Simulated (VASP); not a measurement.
GaN, 192 atoms in the cell. The typed cell holds 192 atoms: a = 12.756 Å, b = 12.756 Å, c = 15.577 Å, α = 90.00°, β = 90.00°, γ = 120.00°. 

* Program: VASP 6.6.1
* Task: single point
* Functional: PBE
* Potentials or basis: VASP PAW PBE potentials, release 64 (Ga_d, N)
* Cutoff: 600 eV
* k mesh: 1 × 1 × 1
* Occupations: gaussian, width 0.01 eV
* Spin: no spin polarisation
* Dipole correction: no
* Further INCAR settings: LREAL = Auto; ALGO = Normal; EDIFF = 1e-06; NBANDS = 966

Potentials or basis: VASP PAW PBE potentials, release 64 (Ga_d, N).

Launch:

```bash
$ cat potpaw_PBE.64/Ga_d/POTCAR potpaw_PBE.64/N/POTCAR > POTCAR
$ mpirun -np 8 vasp_gam > vasp.out
```

Hardware: 8 MPI ranks on AMD EPYC 9R45 96-Core Processor (Zen 5) (shared host).

Task: Estimate the wall time of this run.

Result: Run time: 9.6 min on 8 MPI ranks on AMD EPYC 9R45 96-Core Processor (Zen 5), on a shared host, peak memory 0.58 GiB a rank. Counts: scf iterations 24, k points 1.
